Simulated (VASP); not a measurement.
# CdSe (Cadmoselite): single point with PBEsol

Crystal: CdSe (Cadmoselite).

```
Cd Se
1.0
     4.27114    0.00000    0.00000
    -2.13557    3.69892    0.00000
     0.00000    0.00000    6.97288
Cd Se
2 2
Direct
  0.66667 0.33333 0.50000
  0.33333 0.66667 0.00000
  0.66667 0.33333 0.88500
  0.33333 0.66667 0.38500
```

This cell differs from its parent crystal: volume scaled by 0.98.

| Item | Value |
| --- | --- |
| Program | VASP 6.6.1 |
| Task | single point |
| Functional | PBEsol |
| Potentials or basis | VASP PAW PBE potentials, release 64 (Cd, Se) |
| Cutoff | 520 eV |
| k mesh | 7 × 7 × 4 |
| Occupations | fermi-dirac, width 0.05 eV |
| Spin | no spin polarisation |

The pressure is 1.6 GPa and the largest force is 0.296 eV/Å. The band gap on the k mesh is 0.62 eV, direct.

Forces on the atoms (eV/Å):
```
Cd   0.000  0.000  0.296
Cd   0.000  0.000  0.296
Se   0.000  0.000 -0.296
Se   0.000  0.000 -0.296
```

Stress tensor (GPa, compression positive):
```
2.37 0.00 0.00
0.00 2.37 0.00
0.00 0.00 0.20
```

Levels at points of the mesh, in eV from the valence-band top:
```tsv
k point	band 15	band 16	band 17	band 18	band 19	band 20	band 21	band 22
(0.00, 0.00, 0.00)	-0.76	-0.02	0.00	0.00	0.62	2.03	5.79	5.79
(0.00, 0.00, 0.50)	-0.40	-0.40	-0.40	-0.40	2.28	2.28	5.75	5.75
```

It took 51 s on 1 thread of Intel(R) Xeon(R) Platinum 8259CL CPU @ 2.50GHz (Skylake/Cascade Lake), with other jobs on the host, peak memory 0.25 GiB.

Caveat: the PAW data sets were made with another functional, which shifts forces and pressure a little.
